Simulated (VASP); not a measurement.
# Si (a cell with a defect) in VASP: further runs, part 2 of 2

VASP 6.6.1. Earlier steps stand in the parts before.

### Step 3. Single point, PBE

INCAR reads:

```
ALGO = Normal
EDIFF = 1E-6
ENCUT = 400
GGA = PE
GGA_COMPAT = False
ISIF = 2
ISMEAR = 0
LASPH = True
LCHARG = False
LREAL = Auto
LWAVE = False
NBANDS = 138
NELM = 120
PREC = Accurate
SIGMA = 0.02
```

KPOINTS reads:

```
k-points
0
Gamma
  2 2 2
```

POSCAR reads:

```
Si
1.0
    8.2051406440      0.0000000000      8.2051406440
    8.2051406440      8.2051406440      0.0000000000
    0.0000000000      8.2051406440      8.2051406440
Si
53
Direct
    0.2348999955      0.2348998736      0.2348999955
    0.2488454603      0.5796452744      0.2488454603
    0.2494101672      0.9250480680      0.2494101672
    0.5796452744      0.2488454603      0.2488454603
    0.5815541996      0.5815541996      0.2505127077
    0.5843205142      0.9166285292      0.2495328342
    0.9250479461      0.2494101672      0.2494101672
    0.9166284682      0.5843204532      0.2495328951
    0.9181595206      0.9181595206      0.2504880890
    0.2488454603      0.2488454603      0.5796452744
    0.2505127077      0.5815541996      0.5815541996
    0.2495328951      0.9166284682      0.5843204532
    0.5815541996      0.2505127077      0.5815541996
    0.5833211407      0.5833211407      0.5833211407
    0.5835781137      0.9162483407      0.5835781137
    0.9166284682      0.2495328951      0.5843204532
    0.9162482797      0.5835781747      0.5835781747
    0.9169508271      0.9169508271      0.5840374599
    0.2494101063      0.2494102281      0.9250480070
    0.2495328342      0.5843205142      0.9166285292
    0.2504880890      0.9181595206      0.9181595206
    0.5843205142      0.2495328342      0.9166285292
    0.5835781137      0.5835781137      0.9162483407
    0.5840375818      0.9169508271      0.9169507052
    0.9181595206      0.2504880890      0.9181595206
    0.9169508271      0.5840375818      0.9169507052
    0.9175673918      0.9175673918      0.9175672699
    0.1663456556      0.4886938170      0.1663456556
    0.1679683579      0.8354178554      0.1679683579
    0.4886938170      0.1663456556      0.1663456556
    0.4986150972      0.4986150972      0.1664504070
    0.4993727320      0.8343346930      0.1670877514
    0.8354178554      0.1679683579      0.1679683579
    0.8343346930      0.4993727320      0.1670877514
    0.8346717378      0.8346717378      0.1672818370
    0.1663456556      0.1663456556      0.4886938170
    0.1664503461      0.4986151582      0.4986151582
    0.1670877514      0.8343346930      0.4993727320
    0.4986151582      0.1664503461      0.4986151582
    0.4998747344      0.4998746125      0.4998747344
    0.4998719922      0.8333864460      0.4998719922
    0.8343346930      0.1670877514      0.4993727320
    0.8333864460      0.4998719922      0.4998719922
    0.8337545079      0.8337545079      0.5004164070
    0.1679683579      0.1679683579      0.8354178554
    0.1670877514      0.4993727320      0.8343346930
    0.1672818370      0.8346717378      0.8346717378
    0.4993727320      0.1670877514      0.8343346930
    0.4998719922      0.4998719922      0.8333864460
    0.5004164070      0.8337545079      0.8337545079
    0.8346717378      0.1672818370      0.8346717378
    0.8337545079      0.5004164070      0.8337545079
    0.8341494433      0.8341494433      0.8341493214
```

Potentials or basis: VASP PAW PBE potentials, release 64 (Si).

Started as:

```bash
$ cat potpaw_PBE.64/Si/POTCAR > POTCAR
$ mpirun -np 1 vasp_std > vasp.out
```

Run time: 12 min. Hardware: 1 thread of AMD EPYC 9R45 (Zen 5), shared host; peak memory 0.97 GiB.

The run converged. Its results:

```yaml
Free_energy: -283.7433 eV
Pressure: -1.1 GPa
Largest_force: 0.263 eV/Å
Band_gap_on_the_k_mesh: zero (bands 106 and 107 overlap by 0.26 eV)
```

Forces on the atoms (eV/Å):
```
Si   0.152  0.152  0.152
Si   0.006  0.006 -0.012
Si  -0.039 -0.039 -0.010
Si   0.006 -0.012  0.006
Si   0.028 -0.005 -0.005
Si  -0.014  0.009 -0.009
Si  -0.039 -0.010 -0.039
Si  -0.014 -0.009  0.009
Si  -0.025 -0.016 -0.016
Si  -0.012  0.006  0.006
Si  -0.005  0.028 -0.005
Si   0.009 -0.014 -0.009
Si  -0.005 -0.005  0.028
Si   0.012  0.012  0.012
Si  -0.010 -0.010 -0.013
Si   0.009 -0.009 -0.014
Si  -0.010 -0.013 -0.010
Si  -0.001  0.001  0.001
Si  -0.010 -0.039 -0.039
Si  -0.009 -0.014  0.009
Si  -0.016 -0.025 -0.016
Si  -0.009  0.009 -0.014
Si  -0.013 -0.010 -0.010
Si   0.001 -0.001  0.001
Si  -0.016 -0.016 -0.025
Si   0.001  0.001 -0.001
Si  -0.008 -0.008 -0.008
Si   0.069  0.069 -0.021
Si  -0.007 -0.007  0.008
Si   0.069 -0.021  0.069
Si   0.003  0.000  0.000
Si  -0.002  0.006 -0.014
Si  -0.007  0.008 -0.007
Si  -0.002 -0.014  0.006
Si  -0.021 -0.014 -0.014
Si  -0.021  0.069  0.069
Si   0.000  0.003  0.000
Si   0.006 -0.002 -0.014
Si   0.000  0.000  0.003
Si   0.003  0.003  0.003
Si  -0.002 -0.002 -0.014
Si   0.006 -0.014 -0.002
Si  -0.002 -0.014 -0.002
Si  -0.005  0.007  0.007
Si   0.008 -0.007 -0.007
Si  -0.014 -0.002  0.006
Si  -0.014 -0.021 -0.014
Si  -0.014  0.006 -0.002
Si  -0.014 -0.002 -0.002
Si   0.007 -0.005  0.007
Si  -0.014 -0.014 -0.021
Si   0.007  0.007 -0.005
Si  -0.008 -0.008 -0.008
```

Stress tensor (GPa, compression positive):
```
-1.10 -0.21 -0.21
-0.21 -1.10 -0.21
-0.21 -0.21 -1.10
```

Levels at points of the mesh, in eV from the Fermi level:
| k point | band 103 | band 104 | band 105 | band 106 | band 107 | band 108 | band 109 | band 110 |
| --- | --- | --- | --- | --- | --- | --- | --- | --- |
| (0.00, 0.00, 0.00) | -0.63 | -0.63 | -0.63 | 0.26 | 0.26 | 0.28 | 0.39 | 0.39 |
| (0.50, 0.00, 0.00) | -1.10 | -0.90 | -0.82 | -0.82 | 0.16 | 0.17 | 0.71 | 0.73 |
| (0.50, 0.50, 0.50) | -1.12 | -1.00 | -0.80 | -0.80 | 0.10 | 0.10 | 0.71 | 0.72 |
| (0.50, 0.50, 0.00) | -1.25 | -1.06 | -0.96 | -0.88 | 0.01 | 0.06 | 0.42 | 0.45 |

### Step 4. Single point, PBE

INCAR reads:

```
PREC = Accurate
ENCUT = 400
EDIFF = 1E-6
ISMEAR = 0
SIGMA = 0.02
LREAL = Auto
LASPH = True
NELM = 120
ALGO = Normal
ISIF = 2
LWAVE = False
LCHARG = False
GGA = PE
NBANDS = 138
GGA_COMPAT = False
```

KPOINTS reads:

```
Automatic mesh
0
Gamma
  2 2 2
```

POSCAR reads:

```
Si
1.0
    8.2051406440      0.0000000000      8.2051406440
    8.2051406440      8.2051406440      0.0000000000
    0.0000000000      8.2051406440      8.2051406440
Si
53
Direct
    0.2220177056      0.2220177056      0.2220177056
    0.2479716788      0.5781064220      0.2479716788
    0.2506082576      0.9282257709      0.2506082576
    0.5781064220      0.2479716788      0.2479716788
    0.5808015008      0.5808016226      0.2504977171
    0.5845804732      0.9167608852      0.2492470378
    0.9282257100      0.2506083185      0.2506081966
    0.9167608852      0.5845804732      0.2492470378
    0.9189236147      0.9189236147      0.2504996062
    0.2479717397      0.2479717397      0.5781063611
    0.2504975952      0.5808016226      0.5808016226
    0.2492471596      0.9167608852      0.5845803513
    0.5808015008      0.2504977171      0.5808016226
    0.5831204738      0.5831204738      0.5831204738
    0.5834135218      0.9162505954      0.5834135218
    0.9167608852      0.2492471596      0.5845803513
    0.9162505954      0.5834135218      0.5834135218
    0.9169009194      0.9169009194      0.5841331926
    0.2506082576      0.2506082576      0.9282257709
    0.2492470987      0.5845804122      0.9167609461
    0.2504996671      0.9189235538      0.9189235538
    0.5845804122      0.2492470987      0.9167609461
    0.5834135218      0.5834135218      0.9162505954
    0.5841332535      0.9169008584      0.9169008584
    0.9189235538      0.2504996671      0.9189235538
    0.9169008584      0.5841332535      0.9169008584
    0.9176642213      0.9176640995      0.9176640995
    0.1662438902      0.4827605853      0.1662440120
    0.1687825426      0.8364199711      0.1687825426
    0.4827605853      0.1662438902      0.1662440120
    0.4978309547      0.4978309547      0.1665125632
    0.5006053739      0.8334142944      0.1672753167
    0.8364200320      0.1687824816      0.1687824816
    0.8334142944      0.5006054958      0.1672753167
    0.8354611210      0.8354611210      0.1671364404
    0.1662439511      0.1662439511      0.4827606463
    0.1665125023      0.4978310156      0.4978310156
    0.1672753777      0.8334143553      0.5006053130
    0.4978310156      0.1665125023      0.4978310156
    0.4997059987      0.4997061206      0.4997061206
    0.4997972829      0.8331463526      0.4997972829
    0.8334143553      0.1672753777      0.5006053130
    0.8331463526      0.4997972829      0.4997972829
    0.8336991767      0.8336991767      0.5004719819
    0.1687824816      0.1687824816      0.8364200320
    0.1672753167      0.5006053739      0.8334144162
    0.1671365013      0.8354610600      0.8354610600
    0.5006053739      0.1672753167      0.8334144162
    0.4997972220      0.4997972220      0.8331464135
    0.5004719819      0.8336991767      0.8336991767
    0.8354610600      0.1671365013      0.8354610600
    0.8336991767      0.5004719819      0.8336991767
    0.8342500509      0.8342499290      0.8342499290
```

Started as:

```bash
$ cat potpaw_PBE.64/Si/POTCAR > POTCAR
$ mpirun -np 1 vasp_std > vasp.out
```

Run time: 9.9 min. Hardware: 1 thread of AMD EPYC 9R45 (Zen 5), shared host; peak memory 0.98 GiB.

Results (log left out):

```yaml
Free_energy: -283.5426 eV
Pressure: -1.5 GPa
Largest_force: 0.562 eV/Å
Band_gap_on_the_k_mesh: zero (bands 106 and 107 overlap by 0.34 eV)
```

Forces in eV/Å, atoms in the order of the input:
```
Si   0.324  0.324  0.324
Si  -0.015 -0.015 -0.025
Si  -0.081 -0.081 -0.011
Si  -0.015 -0.025 -0.015
Si   0.023 -0.009 -0.009
Si  -0.007  0.013 -0.010
Si  -0.081 -0.011 -0.081
Si  -0.007 -0.010  0.013
Si  -0.019 -0.014 -0.014
Si  -0.025 -0.015 -0.015
Si  -0.009  0.023 -0.009
Si   0.013 -0.007 -0.010
Si  -0.009 -0.009  0.023
Si   0.022  0.022  0.022
Si  -0.013 -0.013 -0.011
Si   0.013 -0.010 -0.007
Si  -0.013 -0.011 -0.013
Si   0.003  0.002  0.002
Si  -0.011 -0.081 -0.081
Si  -0.010 -0.007  0.013
Si  -0.014 -0.019 -0.014
Si  -0.010  0.013 -0.007
Si  -0.011 -0.013 -0.013
Si   0.002  0.003  0.002
Si  -0.014 -0.014 -0.019
Si   0.002  0.002  0.003
Si  -0.005 -0.005 -0.005
Si   0.029  0.029 -0.001
Si  -0.025 -0.025  0.020
Si   0.029 -0.001  0.029
Si  -0.006 -0.003 -0.003
Si   0.010  0.002 -0.009
Si  -0.025  0.020 -0.025
Si   0.010 -0.009  0.002
Si  -0.031 -0.005 -0.005
Si  -0.001  0.029  0.029
Si  -0.003 -0.006 -0.003
Si   0.002  0.010 -0.009
Si  -0.003 -0.003 -0.006
Si   0.006  0.006  0.006
Si  -0.001 -0.001 -0.021
Si   0.002 -0.009  0.010
Si  -0.001 -0.021 -0.001
Si  -0.003  0.010  0.010
Si   0.020 -0.025 -0.025
Si  -0.009  0.010  0.002
Si  -0.005 -0.031 -0.005
Si  -0.009  0.002  0.010
Si  -0.021 -0.001 -0.001
Si   0.010 -0.003  0.010
Si  -0.005 -0.005 -0.031
Si   0.010  0.010 -0.003
Si  -0.014 -0.014 -0.014
```

Stress tensor (GPa, compression positive):
```
-1.52 -0.38 -0.38
-0.38 -1.52 -0.38
-0.38 -0.38 -1.52
```

Levels at points of the mesh, in eV from the Fermi level:
| k point | band 104 | band 105 | band 106 | band 107 | band 108 | band 109 |
| --- | --- | --- | --- | --- | --- | --- |
| (0.00, 0.00, 0.00) | -0.53 | -0.46 | 0.34 | 0.34 | 0.41 | 0.52 |
| (0.50, 0.00, 0.00) | -0.88 | -0.66 | -0.65 | 0.22 | 0.35 | 0.82 |
| (0.50, 0.50, 0.50) | -0.87 | -0.59 | -0.59 | 0.07 | 0.07 | 0.86 |
| (0.50, 0.50, 0.00) | -1.01 | -0.80 | -0.65 | 0.01 | 0.25 | 0.55 |
